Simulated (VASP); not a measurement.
# Si3Ge (P-4m2) in VASP: elastic constants with PBE

Aim: the elastic constants of Si3Ge with PBE.

Everything below comes from runs of VASP 6.6.1. Logs are shortened: lines on timing, memory, paths and dates and some standing lists are left out, and cuts for length are marked.

## Step 1: The cell of the first run

It takes space group P-4m2 (No. 115, tetragonal). The conventional cell has a = 3.912 Å, b = 3.912 Å, c = 5.532 Å, α = 90.00°, β = 90.00°, γ = 90.00°. Si (site symmetry 2mm) has 2 Si at 2.38 Å and 2 Ge at 2.41 Å within 3.1 Å. Within 3.1 Å of Si (site symmetry -4m2) lie 4 Si at 2.38 Å. Ge (site symmetry -4m2) has 4 Si at 2.41 Å within 3.2 Å.

## Step 2: Elastic constants, PBE

INCAR

```
SYSTEM = Si3Ge
ALGO = Normal ; EDIFF = 1E-8
ENCUT = 500 ; GGA = PE
GGA_COMPAT = .False. ; IBRION = 6
ISIF = 3 ; ISMEAR = 0
KPAR = 4 ; LASPH = .True.
LCHARG = .False. ; LREAL = .False.
LWAVE = .False. ; NELM = 120
NFREE = 2 ; NSW = 1
POTIM = 0.015 ; PREC = Accurate
SIGMA = 0.01
```

KPOINTS

```
k-points
0
Gamma
  10 10 6
  0 0 0
```

POSCAR

```
Si3Ge
1.0
    3.9123760691      0.0000000000      0.0000000000
    0.0000000000      3.9123760691      0.0000000000
    0.0000000000      0.0000000000      5.5320638552
Si Ge
3 1
Direct
    0.0000000000      0.5000000000      0.7441286147
    0.5000000000      0.0000000000      0.2558713853
    0.5000000000      0.5000000000      0.5000000000
    0.0000000000      0.0000000000      0.0000000000
```

Potentials or basis: VASP PAW PBE potentials, release 64 (Si, Ge_d).

Command:

```
> cat potpaw_PBE.64/Si/POTCAR potpaw_PBE.64/Ge_d/POTCAR > POTCAR
> mpirun -np 4 vasp_std > vasp.out
```

OUTCAR:

```text
SYSTEM = Si3Ge
   EDIFF = 1E-8
   ENCUT = 500
   GGA = PE
   IBRION = 6
   ISIF = 3
   ISMEAR = 0
   LASPH = .True.
   LREAL = .False.
   NELM = 120
   NFREE = 2
   NSW = 1
   POTIM = 0.015
   PREC = Accurate

 ion  position               nearest neighbor table
   1  0.000  0.500  0.744-   3 2.38   3 2.38   4 2.41   4 2.41
   2  0.500  0.000  0.256-   3 2.38   3 2.38   4 2.41   4 2.41
   3  0.500  0.500  0.500-   1 2.38   2 2.38   2 2.38   1 2.38
   4  0.000  0.000  0.000-   1 2.41   2 2.41   1 2.41   2 2.41

  LATTYP: Found a simple tetragonal cell.
 ALAT       =     3.9123760691
 C/A-ratio  =     1.4139908223

  Lattice vectors:

 A1 = (   3.9123760691,   0.0000000000,   0.0000000000)
 A2 = (   0.0000000000,   3.9123760691,   0.0000000000)
 A3 = (   0.0000000000,   0.0000000000,   5.5320638552)

Analysis of symmetry for initial positions (statically):
=====================================================================
 Subroutine PRICEL returns:
 Original cell was already a primitive cell.

 Routine SETGRP: Setting up the symmetry group for a
 simple tetragonal supercell.

 Subroutine GETGRP returns: Found  8 space group operations
 (whereof  8 operations were pure point group operations)
 out of a pool of 16 trial point group operations.

The static configuration has the point symmetry D_2d.

Analysis of symmetry for dynamics (positions and initial velocities):
=====================================================================
 Subroutine PRICEL returns:
 Original cell was already a primitive cell.

 Routine SETGRP: Setting up the symmetry group for a
 simple tetragonal supercell.

 Subroutine GETGRP returns: Found  8 space group operations
 (whereof  8 operations were pure point group operations)
 out of a pool of 16 trial point group operations.

The dynamic configuration has the point symmetry D_2d.

 Subroutine INISYM returns: Found  8 space group operations
 (whereof  8 operations are pure point group operations),
 and found     1 'primitive' translations

----------------------------------------------------------------------------------------

                                     Primitive cell

  volume of cell :      84.6776

  direct lattice vectors                    reciprocal lattice vectors
     3.912376069  0.000000000  0.000000000     0.255599151  0.000000000  0.000000000
     0.000000000  3.912376069  0.000000000     0.000000000  0.255599151  0.000000000
     0.000000000  0.000000000  5.532063855     0.000000000  0.000000000  0.180764363

  length of vectors
     3.912376069  3.912376069  5.532063855     0.255599151  0.255599151  0.180764363

  position of ions in fractional coordinates (direct lattice)
     0.000000000  0.500000000  0.744128615
     0.500000000  0.000000000  0.255871385
     0.500000000  0.500000000  0.500000000
     0.000000000  0.000000000  0.000000000

  ion indices of the primitive-cell ions
   primitive index   ion index
                 1           1
                 2           2
                 3           3
                 4           4

----------------------------------------------------------------------------------------

 KPOINTS: k-points

Automatic generation of k-mesh.
 Grid dimensions read from file:
 generate k-points for:   10   10    6

 Generating k-lattice:

  Cartesian coordinates                     Fractional coordinates (reciprocal lattice)
     0.025559915  0.000000000  0.000000000     0.100000000  0.000000000  0.000000000
     0.000000000  0.025559915  0.000000000     0.000000000  0.100000000  0.000000000
     0.000000000  0.000000000  0.030127394     0.000000000  0.000000000  0.166666667

  Length of vectors
     0.025559915  0.025559915  0.030127394

  Shift w.r.t. Gamma in fractional coordinates (k-lattice)
     0.000000000  0.000000000  0.000000000

[... 64 lines left out ...]
   EFERMI =   0.00;   METHOD = LEGACY
   ISMEAR =     0;   SIGMA  =   0.01  broadening in eV -4-tet -1-fermi 0-gaus
   EFERMI_NEDOS =   21; number of points for ismear=-14 and -15
   IALGO  =     38    algorithm
   IMIX   =      4    mixing-type and parameters
     AMIX     =   0.40;   BMIX     =  1.00
     AMIX_MAG =   1.60;   BMIX_MAG =  1.00
  volume/ion in A,a.u.               =      21.17       142.86
  Fermi-wavevector in a.u.,A,eV,Ry     =   1.104443  2.087094 16.596298  1.219793
  Thomas-Fermi vector in A             =   2.240915
   LORBIT       =      0    0 simple, 1 ext, 2 COOP (PROOUT), +10 PAW based schemes
   GGA     = PE    functional components
   LHFCALC =     F    Hartree Fock is set to
   AEXX    =    0.0000 exact exchange contribution
   IVDW    =     0    specifies the selected vdW correction
   LEPSILON=     F    determine dielectric tensor
   LRPA    =     F    only Hartree local field effects (RPA)
 finite differences with symmetry
 non-spin polarized calculation
 Gauss-broadening in eV      SIGMA  =   0.01
  energy-cutoff  :      500.00
  volume of cell :       84.68
 maximum number of plane-waves:      2180
 NGX is ok and might be reduce to    30
   NGX = 15   NGY = 15   NGZ = 21

--------------------------------------- Ionic step        1  -------------------------------------------

 number of electron      26.0000017 magnetization

 Free energy of the ion-electron system (eV)
  ---------------------------------------------------
  ext. energy  EPLUGINS =         0.00000000
  ---------------------------------------------------
  free energy    TOTEN  =       -20.73526625 eV

  energy without entropy =      -20.73526625  energy(sigma->0) =      -20.73526625

------------------------ aborting loop because EDIFF is reached ----------------------------------------

  FORCE on cell =-STRESS in cart. coord.  units (eV):
  Direction    XX          YY          ZZ          XY          YZ          ZX
  --------------------------------------------------------------------------------------
  -------------------------------------------------------------------------------------
  Total       -0.0536686     -0.0536686     -0.0520435      0.0000000      0.0000000     -0.0000000
  in kB       -1.0154596     -1.0154596     -0.9847100      0.0000000      0.0000000     -0.0000000
  external PRESSURE =      -1.0052098 kB  Pullay stress =       0.0000000 kB
[... 95 lines left out ...]
  FREE ENERGIE OF THE ION-ELECTRON SYSTEM (eV)
  ---------------------------------------------------
  free  energy   TOTEN  =       -20.7243390887 eV

  energy  without entropy=      -20.7243390887  energy(sigma->0) =      -20.72433909

[... ionic steps 4 to 24 ...]

--------------------------------------- Ionic step       25  -------------------------------------------

 number of electron      26.0000015 magnetization

------------------------ aborting loop because EDIFF is reached ----------------------------------------
[... 71 lines left out ...]
--------------------------------------- Ionic step       27  -------------------------------------------

 number of electron      26.0000017 magnetization

 Free energy of the ion-electron system (eV)
  ---------------------------------------------------
  ext. energy  EPLUGINS =         0.00000000
  ---------------------------------------------------
  free energy    TOTEN  =       -20.73372597 eV

  energy without entropy =      -20.73372597  energy(sigma->0) =      -20.73372597

 E-fermi :   5.4968     XC(G=0):  -9.4569

 val. band max:        5.4088628897   @ k =   0.0000   0.0000   0.0000
 cond. band min:       5.7535562498   @ k =   0.5000   0.5000   0.0000
 fundamental gap:      0.3446933601
 Fermi energy:         5.4967555156

 k-point     1 :       0.0000    0.0000    0.0000
  band No.  band energies     occupation
      1     -18.8440      2.00000
      2     -18.8347      2.00000
      3     -18.8337      2.00000
      4     -18.8141      2.00000
      5     -18.8114      2.00000
      6      -6.6575      2.00000
[... 457 lines left out ...]
      4     -18.8132      2.00000
      5     -18.8122      2.00000
      6      -6.2153      2.00000
[... 9 lines left out ...]
     16       8.5442      0.00000
     17       8.5927      0.00000

 [... further k-points ...]

------------------------ aborting loop because EDIFF is reached ----------------------------------------

  FORCE on cell =-STRESS in cart. coord.  units (eV):
  Direction    XX          YY          ZZ          XY          YZ          ZX
  --------------------------------------------------------------------------------------
  -------------------------------------------------------------------------------------
  Total       -0.1807662      0.0796723     -0.0535511      0.0000000      0.0000000      0.0000000
  in kB       -3.4202627      1.5074729     -1.0132358      0.0000000      0.0000000      0.0000000
  external PRESSURE =      -0.9753419 kB  Pullay stress =       0.0000000 kB
[... 19 lines left out ...]
  FREE ENERGIE OF THE ION-ELECTRON SYSTEM (eV)
  ---------------------------------------------------
  free  energy   TOTEN  =       -20.7337259653 eV

  energy  without entropy=      -20.7337259653  energy(sigma->0) =      -20.73372597

 INTERNAL STRAIN TENSORS FROM STRAINED CELLS
 ============================================

 INTERNAL STRAIN TENSOR FOR ION    1 for displacements in x,y,z  (eV/Angst):
          X           Y           Z          XY          YZ          ZX
  --------------------------------------------------------------------------------
  x     0.00000     0.00000    -0.00000     0.00000     0.00000    -8.49426
  y     0.00000     0.00000     0.00000     0.00000     8.55188     0.00000
  z    -8.93928     8.19640     0.19873    -0.00010     0.00023    -0.00001

 INTERNAL STRAIN TENSORS FROM DISPLACED ATOMS
 ============================================

 INTERNAL STRAIN TENSOR FOR ION    1 for displacements in x,y,z  (eV/Angst):
          X           Y           Z          XY          YZ          ZX
  --------------------------------------------------------------------------------
  x     0.00000     0.00000     0.00000     0.00000     0.00000    -8.51504
  y     0.00000     0.00000     0.00000     0.00000     8.55407     0.00000
  z    -8.90655     8.19425     0.21456     0.00000     0.00000     0.00000

 INTERNAL STRAIN TENSOR FOR ION    4 for displacements in x,y,z  (eV/Angst):
          X           Y           Z          XY          YZ          ZX
  --------------------------------------------------------------------------------
  x     0.00000     0.00000     0.00000     0.00000     0.00000     8.71013
  y     0.00000     0.00000     0.00000     0.00000    -8.71014     0.00000
  z     8.68034    -8.68034     0.00000     0.00000     0.00000     0.00000

 Eigenvectors and eigenvalues of the dynamical matrix
 ----------------------------------------------------

   1 f  =   14.287731 THz    89.772460 2PiTHz  476.587399 cm-1    59.089280 meV
             X         Y         Z           dx          dy          dz
      0.000000  1.956188  4.116567    -0.676057   -0.002058    0.000000
      1.956188  0.000000  1.415497    -0.222726   -0.006248    0.000000
      1.956188  1.956188  2.766032     0.690231    0.006379   -0.000000
      0.000000  0.000000  0.000000     0.129750    0.001199   -0.000000
[... 71 lines left out ...]
  12 f/i=    0.008775 THz     0.055133 2PiTHz    0.292691 cm-1     0.036289 meV
             X         Y         Z           dx          dy          dz
      0.000000  1.956188  4.116567    -0.408277    0.115291   -0.000000
      1.956188  0.000000  1.415497    -0.406698    0.115738   -0.000000
      1.956188  1.956188  2.766032    -0.408320    0.115751   -0.000000
      0.000000  0.000000  0.000000    -0.653298    0.185197   -0.000000

--------------------------------------------------------------------------------------------------------

 ELASTIC MODULI CONTR FROM IONIC RELAXATION (kBar)
 Direction    XX          YY          ZZ          XY          YZ          ZX
 --------------------------------------------------------------------------------
 XX        -224.1926    223.5874      0.1823      0.0000     -0.0000      0.0000
 YY         223.5874   -224.1926      0.1823      0.0000     -0.0000     -0.0000
 ZZ           0.1823      0.1823     -0.1098      0.0000      0.0000      0.0000
 XY           0.0000      0.0000      0.0000      0.0000      0.0000      0.0000
 YZ          -0.0000     -0.0000      0.0000      0.0000   -223.5427     -0.0000
 ZX           0.0000     -0.0000      0.0000      0.0000     -0.0000   -223.5426
 --------------------------------------------------------------------------------

 TOTAL ELASTIC MODULI (kBar)
 Direction    XX          YY          ZZ          XY          YZ          ZX
 --------------------------------------------------------------------------------
 XX        1689.7140    252.5587    511.4531      0.0000     -0.0000      0.0000
 YY         252.5587   1689.7140    511.4531     -0.0000     -0.0000     -0.0000
 ZZ         511.4531    511.4531   1416.4759      0.0000      0.0000      0.0000
 XY           0.0000     -0.0000      0.0000    454.0588      0.0000      0.0000
 YZ          -0.0000     -0.0000      0.0000      0.0000    713.1142     -0.0000
 ZX           0.0000     -0.0000      0.0000      0.0000     -0.0000    713.1142
 --------------------------------------------------------------------------------
```

It took 23 min on 4 MPI ranks of Oxide Virtual Turin-like, shared host; peak memory 0.53 GiB.

Results:

```
Voigt bulk modulus            : 82 GPa
Highest phonon frequency at Γ : 477 cm⁻¹
```

Phonon frequencies in cm⁻¹ (negative: imaginary):
| q point | frequencies |
| --- | --- |
| (0.000, 0.000, 0.000) | 0 0 0 124 124 298 376 376 392 469 477 477 |

Elastic tensor in Voigt notation (GPa, in the Cartesian axes of the cell as first typed):
```
169  25  51   0   0   0
 25 169  51   0   0   0
 51  51 142   0   0   0
  0   0   0  71   0   0
  0   0   0   0  71   0
  0   0   0   0   0  45
```

Clamped-ion elastic tensor (GPa):
```
191   3  51   0   0   0
  3 191  51   0   0   0
 51  51 142   0   0   0
  0   0   0  94   0   0
  0   0   0   0  94   0
  0   0   0   0   0  45
```
